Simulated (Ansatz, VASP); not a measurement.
# One calculation of In, two programs

Contents of INCAR:

```
SYSTEM = In
PREC = Accurate
ENCUT = 520
EDIFF = 1E-6
ISMEAR = -1
SIGMA = 0.1
LREAL = .False.
LASPH = .True.
NELM = 60
ALGO = Normal
ISIF = 2
LWAVE = .False.
LCHARG = .True.
GGA = PE
LELF = .True.
LVHAR = .True.
NBANDS = 12
```

The input KPOINTS:

```
Automatic mesh
0
Gamma
  11 11 11
  0 0 0
```

The input POSCAR:

```
In
1.0
    3.1712641235      0.0000000000      0.0000000000
    0.0000000000      3.1712641235      0.0000000000
    0.0000000000      0.0000000000      3.1712641235
In
1
Direct
    0.0000000000      0.0000000000      0.0000000000
```

Input for Ansatz:

```yaml
crystal:
  lattice:
    - [3.1712641235, 0.0, 0.0]
    - [0.0, 3.1712641235, 0.0]
    - [0.0, 0.0, 3.1712641235]
  atoms:
    - { symbol: In, position: [0.0, 0.0, 0.0] }
hamiltonian:
  xc: pbe
  pseudopotentials:
    kind: paw
    azcp:
      In: "pseudopotentials/In.paw.azcp"
basis:
  ecutwfc: 420
  fft_grid_basis: typed
kpoints:
  mp_grid: { grid: [11, 11, 11], shift: [0, 0, 0] }
magnetization:
  spin_polarized: false
scf:
  occupations: { method: fermi_dirac, width: 0.1 }
  lower_state_search: "off"
output:
  stress: true
```

Alike in both runs: task single point; functional PBE; k mesh 11 × 11 × 11; occupations fermi-dirac, width 0.1 eV; no spin polarisation.

```csv
,VASP,Ansatz
version,VASP 6.6.1,Ansatz 0.2.0
potentials or method,"VASP PAW PBE potentials, release 64 (In_d), cutoff 520 eV","plane waves (420 eV) with PAW, scalar-relativistic"
valence electrons in the cell,13,13
```

Ansatz gave:

| Quantity | Value |
| --- | --- |
| pressure (GPa) | -1.8 |

**Question.** What did VASP give for the same quantities?

**Answer.** Pressure (GPa): -1.9.
